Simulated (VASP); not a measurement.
# Eu (Im-3m) in VASP: further runs, part 2 of 2

VASP 6.6.1. The steps go on from the part before.

### Step 3. Electric field gradients, PBEsol, collinear spin, ferromagnetic start

File INCAR:

```
ALGO = Normal
EDIFF = 1E-8
ENCUT = 520
GGA = PS
ISIF = 2
ISMEAR = -1
ISPIN = 2
LASPH = True
LCHARG = False
LEFG = True
LMAXMIX = 6
LORBIT = 11
LREAL = False
LWAVE = False
MAGMOM = 7
NBANDS = 18
NELM = 150
PREC = Accurate
SIGMA = 0.05
```

File KPOINTS:

```
k-points
0
Gamma
  13 13 13
```

File POSCAR:

```
Eu
1.0
   -2.2755000000      2.2755000000      2.2755000000
    2.2755000000     -2.2755000000      2.2755000000
    2.2755000000      2.2755000000     -2.2755000000
Eu
1
Direct
    0.0000000000      0.0000000000      0.0000000000
```

Potentials or basis: VASP PAW PBE potentials, release 64 (Eu).

Started as:

```sh
> cat potpaw_PBE.64/Eu/POTCAR > POTCAR
> mpirun -np 1 vasp_std > vasp.out
```

OUTCAR:

```text
EDIFF = 1E-8
   ENCUT = 520
   GGA = PS
   ISIF = 2
   ISMEAR = -1
   ISPIN = 2
   LASPH = True
   LORBIT = 11
   LREAL = False
   NELM = 150
   PREC = Accurate

 ion  position               nearest neighbor table
   1  0.000  0.000  0.000-

  LATTYP: Found a body centered cubic cell.
 ALAT       =     4.5510000000

  Lattice vectors:

 A1 = (  -2.2755000000,   2.2755000000,   2.2755000000)
 A2 = (   2.2755000000,  -2.2755000000,   2.2755000000)
 A3 = (   2.2755000000,   2.2755000000,  -2.2755000000)

Analysis of symmetry for initial positions (statically):
=====================================================================
 Subroutine PRICEL returns:
 Original cell was already a primitive cell.

 Routine SETGRP: Setting up the symmetry group for a
 body centered cubic supercell.

 Subroutine GETGRP returns: Found 48 space group operations
 (whereof 48 operations were pure point group operations)
 out of a pool of 48 trial point group operations.

The static configuration has the point symmetry O_h .

Analysis of symmetry for dynamics (positions and initial velocities):
=====================================================================
 Subroutine PRICEL returns:
 Original cell was already a primitive cell.

 Routine SETGRP: Setting up the symmetry group for a
 body centered cubic supercell.

 Subroutine GETGRP returns: Found 48 space group operations
 (whereof 48 operations were pure point group operations)
 out of a pool of 48 trial point group operations.

The dynamic configuration has the point symmetry O_h .

Analysis of structural, dynamic, and magnetic symmetry:
=====================================================================
 Subroutine PRICEL returns:
 Original cell was already a primitive cell.

 Routine SETGRP: Setting up the symmetry group for a
 body centered cubic supercell.

 Subroutine GETGRP returns: Found 48 space group operations
 (whereof 48 operations were pure point group operations)
 out of a pool of 48 trial point group operations.

The overall configuration has the point symmetry O_h .

 Subroutine INISYM returns: Found 48 space group operations
 (whereof 48 operations are pure point group operations),
 and found     1 'primitive' translations

----------------------------------------------------------------------------------------

                                     Primitive cell

  volume of cell :      47.1292

  direct lattice vectors                    reciprocal lattice vectors
    -2.275500000  2.275500000  2.275500000     0.000000000  0.219731927  0.219731927
     2.275500000 -2.275500000  2.275500000     0.219731927  0.000000000  0.219731927
     2.275500000  2.275500000 -2.275500000     0.219731927  0.219731927  0.000000000

  length of vectors
     3.941281613  3.941281613  3.941281613     0.310747871  0.310747871  0.310747871

  position of ions in fractional coordinates (direct lattice)
     0.000000000  0.000000000  0.000000000

  ion indices of the primitive-cell ions
   primitive index   ion index
[... 92 lines left out ...]
     AMIX     =   0.40;   BMIX     =  1.00
     AMIX_MAG =   1.60;   BMIX_MAG =  1.00
  volume/ion in A,a.u.               =      47.13       318.04
  Fermi-wavevector in a.u.,A,eV,Ry     =   1.165362  2.202215 18.477655  1.358069
  Thomas-Fermi vector in A             =   2.301889
   LORBIT       =     11    0 simple, 1 ext, 2 COOP (PROOUT), +10 PAW based schemes
   GGA     = PS    functional components
   LHFCALC =     F    Hartree Fock is set to
   AEXX    =    0.0000 exact exchange contribution
   IVDW    =     0    specifies the selected vdW correction
   LEPSILON=     F    determine dielectric tensor
   LRPA    =     F    only Hartree local field effects (RPA)
 spin polarized calculation
  energy-cutoff  :      520.00
  volume of cell :       47.13
 maximum number of plane-waves:      1284
 NGX is ok and might be reduce to    30
   NGX = 15   NGY = 15   NGZ = 15

 number of electron      17.0000004 magnetization       7.3568255

 Free energy of the ion-electron system (eV)
  ---------------------------------------------------
  ext. energy  EPLUGINS =         0.00000000
  ---------------------------------------------------
  free energy    TOTEN  =       -11.59857369 eV

  energy without entropy =      -11.58434002  energy(sigma->0) =      -11.59145686

 E-fermi :   1.5945     XC(G=0):  -8.4967

 val. band max:        1.5900958257   @ k =  -0.3846   0.4615   0.2308
 cond. band min:       1.5945409713   @ k =   0.3077   0.3077   0.0000
 fundamental gap:      0.0044451456
 Fermi energy:         1.5944548057

 spin component 1

 k-point     1 :       0.0000    0.0000    0.0000
  band No.  band energies     occupation
      1     -40.1499      1.00000
      2     -18.7765      1.00000
      3     -18.7765      1.00000
      4     -18.7765      1.00000
      5      -2.6536      1.00000
      6       1.0783      0.99997
[... 493 lines left out ...]
     17       5.5098      0.00000
     18       9.2121      0.00000

 [... further k-points ...]

 spin component 2

 k-point     1 :       0.0000    0.0000    0.0000
  band No.  band energies     occupation
      1     -37.0314      1.00000
      2     -16.4294      1.00000
      3     -16.4294      1.00000
      4     -16.4294      1.00000
      5      -1.8971      1.00000
      6       4.2605      0.00000
[... 493 lines left out ...]
     17       6.9216      0.00000
     18      10.4207      0.00000

 [... further k-points ...]

------------------------ aborting loop because EDIFF is reached ----------------------------------------

  FORCE on cell =-STRESS in cart. coord.  units (eV):
  Direction    XX          YY          ZZ          XY          YZ          ZX
  --------------------------------------------------------------------------------------
  -------------------------------------------------------------------------------------
  Total       -0.7741999     -0.7741999     -0.7741999      0.0000000      0.0000000     -0.0000000
  in kB      -26.3192307    -26.3192307    -26.3192307      0.0000000      0.0000000     -0.0000000
  external PRESSURE =     -26.3192307 kB  Pullay stress =       0.0000000 kB

 VOLUME and BASIS-vectors are now :
 -----------------------------------------------------------------------------
  energy-cutoff  :      520.00
  volume of cell :       47.13
      direct lattice vectors                 reciprocal lattice vectors
    -2.275500000  2.275500000  2.275500000     0.000000000  0.219731927  0.219731927
     2.275500000 -2.275500000  2.275500000     0.219731927  0.000000000  0.219731927
     2.275500000  2.275500000 -2.275500000     0.219731927  0.219731927  0.000000000

 POSITION                                       TOTAL-FORCE (eV/Angst)
 -----------------------------------------------------------------------------------
      0.00000      0.00000      0.00000        -0.000000     -0.000000      0.000000
 -----------------------------------------------------------------------------------
    total drift:                               -0.000000     -0.000000      0.000000

  FREE ENERGIE OF THE ION-ELECTRON SYSTEM (eV)
  ---------------------------------------------------
  free  energy   TOTEN  =       -11.5985736925 eV

  energy  without entropy=      -11.5843400242  energy(sigma->0) =      -11.59145686

 Electric field gradients (V/A^2)
---------------------------------------------------------------------
 ion       V_xx      V_yy      V_zz      V_xy      V_xz      V_yz
---------------------------------------------------------------------
   1      -0.000    -0.000     0.000     0.000     0.000     0.000
---------------------------------------------------------------------

 Electric field gradients after diagonalization (V/A^2)
 (convention: |V_zz| > |V_xx| > |V_yy|)
----------------------------------------------------------------------
 ion       V_xx      V_yy      V_zz     asymmetry (V_yy - V_xx)/ V_zz
----------------------------------------------------------------------
   1      -0.000    -0.000     0.000       0.000
----------------------------------------------------------------------

           NMR quadrupolar parameters

 Cq : quadrupolar parameter    Cq=e*Q*V_zz/h
 eta: asymmetry parameters     (V_yy - V_xx)/ V_zz
 Q  : nuclear electric quadrupole moment in mb (millibarn)
----------------------------------------------------------------------
 ion       Cq(MHz)       eta       Q (mb)
----------------------------------------------------------------------
   1       0.000       0.000       1.000
----------------------------------------------------------------------

 total charge

# of ion       s       p       d       f       tot
--------------------------------------------------
    1        2.077   5.689   0.248   6.669  14.683

 magnetization (x)

# of ion       s       p       d       f       tot
--------------------------------------------------
    1       -0.002  -0.086   0.127   6.667   6.706
```

Run time: 3.7 min. Hardware: 1 thread of Intel Xeon Platinum 8259CL at 2.50GHz (Skylake/Cascade Lake), shared host; peak memory 0.28 GiB.

What came out:

```
Free energy                                           : -11.5986 eV
Pressure                                              : -2.6 GPa
Net moment                                            : 7.36 μB per cell
Site moments                                          : Eu +6.71 μB
Largest electric field gradient by atom               : zero within the noise of the run
Valence electrons inside the program's atomic spheres : Eu 14.68
```

Levels at points of the mesh, in eV from the Fermi level:
Spin up:
| k point | band 9 | band 10 | band 11 | band 12 | band 13 | band 14 | band 15 | band 16 |
| --- | --- | --- | --- | --- | --- | --- | --- | --- |
| (0.00, 0.00, 0.00) | -0.38 | -0.38 | -0.38 | -0.35 | 1.67 | 1.67 | 1.67 | 3.22 |
Spin down:
| k point | band 1 | band 2 | band 3 | band 4 | band 5 | band 6 | band 7 | band 8 | band 9 | band 10 |
| --- | --- | --- | --- | --- | --- | --- | --- | --- | --- | --- |
| (0.00, 0.00, 0.00) | -38.63 | -18.02 | -18.02 | -18.02 | -3.49 | 2.67 | 2.67 | 2.67 | 3.94 | 3.94 |

Caveat: the PAW data sets were made with another functional, which shifts forces and pressure a little; spin-orbit coupling is left out, which moves the levels of the heavy elements; semilocal functionals describe open f shells poorly, which spoils levels, moments and volumes. The state reached can hang on the start; a lower one may exist.
